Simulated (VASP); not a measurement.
# BP (I-4m2) in VASP: notebook, part 2 of 2

VASP 6.6.1.

## (4) Single point, PBE (uniaxial z strain -2.0%)

Contents of INCAR:

```
SYSTEM = BP
PREC = Accurate
ENCUT = 520
EDIFF = 1E-6
ISMEAR = -1
SIGMA = 0.02
LREAL = .False.
LASPH = .True.
NELM = 80
ALGO = Normal
ISIF = 2
LWAVE = .False.
LCHARG = .True.
GGA = PE
LELF = .True.
LVHAR = .True.
NBANDS = 11
```

Contents of KPOINTS:

```
regular mesh
0
Gamma
  10 10 10
  0 0 0
```

Contents of POSCAR:

```
BP
1.0
    0.0000000000      2.2683156689      2.2229493555
    2.2683156689      0.0000000000      2.2229493555
    2.2683156689      2.2683156689      0.0000000000
B P
1 1
Direct
    0.0000000000      0.0000000000      0.0000000000
    0.2500000000      0.2500000000      0.2500000000
```

Potentials or basis: VASP PAW PBE potentials, release 64 (B, P).

Run with:

```bash
$ cat potpaw_PBE.64/B/POTCAR potpaw_PBE.64/P/POTCAR > POTCAR
$ mpirun -np 1 vasp_std > vasp.out
```

OUTCAR:

```text
SYSTEM = BP
   PREC = Accurate
   ENCUT = 520
   EDIFF = 1E-6
   ISMEAR = -1
   LREAL = .False.
   LASPH = .True.
   NELM = 80
   ISIF = 2
   GGA = PE

 ion  position               nearest neighbor table
   1  0.000  0.000  0.000-   2 1.95   2 1.95   2 1.95   2 1.95
   2  0.250  0.250  0.250-   1 1.95   1 1.95   1 1.95   1 1.95

  LATTYP: Found a body centered tetragonal cell.
 ALAT       =     3.2078827827
 C/A-ratio  =     1.3859292911

  Lattice vectors:

 A1 = (   0.0000000000,  -2.2683156689,  -2.2229493555)
 A2 = (   0.0000000000,   2.2683156689,  -2.2229493555)
 A3 = (   2.2683156689,   0.0000000000,   2.2229493555)

Analysis of symmetry for initial positions (statically):
=====================================================================
 Subroutine PRICEL returns:
 Original cell was already a primitive cell.

 Routine SETGRP: Setting up the symmetry group for a
 body centered tetragonal supercell.

 Subroutine GETGRP returns: Found  8 space group operations
 (whereof  8 operations were pure point group operations)
 out of a pool of 16 trial point group operations.

The static configuration has the point symmetry D_2d.

Analysis of symmetry for dynamics (positions and initial velocities):
=====================================================================
 Subroutine PRICEL returns:
 Original cell was already a primitive cell.

 Routine SETGRP: Setting up the symmetry group for a
 body centered tetragonal supercell.

 Subroutine GETGRP returns: Found  8 space group operations
 (whereof  8 operations were pure point group operations)
 out of a pool of 16 trial point group operations.

The dynamic configuration has the point symmetry D_2d.

 Subroutine INISYM returns: Found  8 space group operations
 (whereof  8 operations are pure point group operations),
 and found     1 'primitive' translations

[... 115 lines left out ...]
  volume/ion in A,a.u.               =      11.44        77.19
  Fermi-wavevector in a.u.,A,eV,Ry     =   1.153407  2.179623 18.100484  1.330348
  Thomas-Fermi vector in A             =   2.290051
   LORBIT       =      0    0 simple, 1 ext, 2 COOP (PROOUT), +10 PAW based schemes
   GGA     = PE    functional components
   LHFCALC =     F    Hartree Fock is set to
   AEXX    =    0.0000 exact exchange contribution
   IVDW    =     0    specifies the selected vdW correction
   LEPSILON=     F    determine dielectric tensor
   LRPA    =     F    only Hartree local field effects (RPA)
 non-spin polarized calculation
  energy-cutoff  :      520.00
  volume of cell :       22.88
 maximum number of plane-waves:       628
   NGX = 11   NGY = 11   NGZ = 11

 number of electron       8.0000001 magnetization

 Free energy of the ion-electron system (eV)
  ---------------------------------------------------
  ext. energy  EPLUGINS =         0.00000000
  ---------------------------------------------------
  free energy    TOTEN  =       -12.91688263 eV

  energy without entropy =      -12.91688263  energy(sigma->0) =      -12.91688263

 E-fermi :   8.1607     XC(G=0): -10.9988

 val. band max:        7.8155057277   @ k =   0.0000   0.0000   0.0000
 cond. band min:       8.7207329149   @ k =   0.4000   0.4000   0.0000
 fundamental gap:      0.9052271872
 Fermi energy:         8.1606833813

 k-point     1 :       0.0000    0.0000    0.0000
  band No.  band energies     occupation
      1      -7.9651      2.00000
      2       7.6202      2.00000
      3       7.6202      2.00000
      4       7.8155      2.00000
      5      11.0435      0.00000
      6      11.1583      0.00000
      7      11.1583      0.00000
      8      15.3768      0.00000
      9      19.3426      0.00000
     10      19.6055      0.00000
     11      20.1315      0.00000
[... 309 lines left out ...]
 k-point    24 :       0.4000    0.3000    0.0000
  band No.  band energies     occupation
      1      -4.8969      2.00000
      2       1.5776      2.00000
      3       3.5126      2.00000
      4       3.9746      2.00000
      5       9.3100      0.00000
      6      11.1805      0.00000
      7      17.2743      0.00000
      8      17.3369      0.00000
      9      22.0934      0.00000
     10      22.9813      0.00000
     11      25.1840      0.00000

 [... further k-points ...]
[... 5 lines left out ...]
  --------------------------------------------------------------------------------------
  -------------------------------------------------------------------------------------
  Total        0.3895632      0.3895632      1.1540751      0.0000000     -0.0000000      0.0000000
  in kB       27.2848736     27.2848736     80.8310264      0.0000000     -0.0000000      0.0000000
  external PRESSURE =      45.1335912 kB  Pullay stress =       0.0000000 kB

 VOLUME and BASIS-vectors are now :
 -----------------------------------------------------------------------------
  energy-cutoff  :      520.00
  volume of cell :       22.88
      direct lattice vectors                 reciprocal lattice vectors
     0.000000000  2.268315669  2.222949355    -0.220427874  0.220427874  0.224926402
     2.268315669  0.000000000  2.222949355     0.220427874 -0.220427874  0.224926402
     2.268315669  2.268315669  0.000000000     0.220427874  0.220427874 -0.224926402

 POSITION                                       TOTAL-FORCE (eV/Angst)
 -----------------------------------------------------------------------------------
      0.00000      0.00000      0.00000         0.000000      0.000000      0.000000
      1.13416      1.13416      1.11147        -0.000000      0.000000     -0.000000
 -----------------------------------------------------------------------------------
    total drift:                                0.000000      0.000000     -0.000000

  FREE ENERGIE OF THE ION-ELECTRON SYSTEM (eV)
  ---------------------------------------------------
  free  energy   TOTEN  =       -12.9168826336 eV

  energy  without entropy=      -12.9168826336  energy(sigma->0) =      -12.91688263
```

OSZICAR:

```text
N       E                     dE             d eps       ncg     rms          rms(c)
DAV:   1     0.859521174165E+01    0.85952E+01   -0.40254E+03  2252   0.661E+02
DAV:   2    -0.130536794696E+02   -0.21649E+02   -0.20659E+02  3008   0.107E+02
DAV:   3    -0.136670705356E+02   -0.61339E+00   -0.61187E+00  2845   0.158E+01
DAV:   4    -0.136695399291E+02   -0.24694E-02   -0.24692E-02  2564   0.118E+00
DAV:   5    -0.136695516451E+02   -0.11716E-04   -0.11716E-04  2810   0.833E-02    0.743E+00
DAV:   6    -0.130217454795E+02    0.64781E+00   -0.14498E+00  2559   0.527E+00    0.400E+00
DAV:   7    -0.129244084069E+02    0.97337E-01   -0.25385E-01  2812   0.251E+00    0.136E+00
DAV:   8    -0.129163580580E+02    0.80503E-02   -0.27446E-02  2638   0.954E-01    0.200E-01
DAV:   9    -0.129166773074E+02   -0.31925E-03   -0.71154E-04  2642   0.182E-01    0.130E-01
DAV:  10    -0.129168712090E+02   -0.19390E-03   -0.24434E-04  2529   0.985E-02    0.289E-02
DAV:  11    -0.129168816939E+02   -0.10485E-04   -0.11405E-05  2850   0.223E-02    0.350E-02
DAV:  12    -0.129168826336E+02   -0.93966E-06   -0.46191E-06  2532   0.105E-02
   1 F= -.12916883E+02 E0= -.12916883E+02  d E =-.233455E-10
```

Wall time 15 s (1 thread of AMD EPYC 7R13 (Zen 3), shared host); peak memory 0.11 GiB.

Results:

```
Free energy            : -12.9169 eV
Pressure               : 4.5 GPa
Band gap on the k mesh : 0.91 eV, indirect (least direct gap 3.23 eV)
```

Levels at points of the mesh, in eV from the valence-band top:
```
           k point  band 1  band 2  band 3  band 4  band 5  band 6  band 7  band 8
(0.00, 0.00, 0.00)  -15.78   -0.20   -0.20    0.00    3.23    3.34    3.34    7.56
(0.50, 0.00, 0.00)  -12.37   -9.32   -2.04   -1.78    3.72    4.49    4.76   10.07
(0.50, 0.50, 0.00)  -10.68   -8.70   -4.46   -4.46    1.01    1.32   12.18   12.18
(0.50, 0.00, 0.50)  -10.88   -8.88   -4.27   -4.23    1.24    1.61   11.96   12.40
```

Caveat: the cell differs from its parent crystal (uniaxial z strain -2.0%). A k mesh can miss the band edges.

## (5) Summary

| cell | k mesh | smearing | gap on the mesh (eV) | pressure (GPa) |
| --- | --- | --- | --- | --- |
| a = 3.273, b = 3.273, c = 3.208 Å, angles 60.7, 60.7, 58.7°, 2 atoms | 6 × 6 × 6 | gaussian 0.01 eV | 1.13 | -4.9 |
| a = 3.160, b = 3.160, c = 3.208 Å, angles 59.5, 59.5, 61.0°, 2 atoms | 10 × 10 × 10 | fermi-dirac 0.02 eV | 0.74 | 6.4 |
| a = 3.176, b = 3.176, c = 3.208 Å, angles 59.7, 59.7, 60.7°, 2 atoms | 10 × 10 × 10 | fermi-dirac 0.02 eV | 0.91 | 4.5 |

Alike in all rows: task single point; level PBE; potentials or basis VASP PAW PBE potentials, release 64 (B, P); no spin polarisation; cutoff (eV) 520.

Total energies depend on the potentials used, so only differences within one code and one set of settings carry meaning.
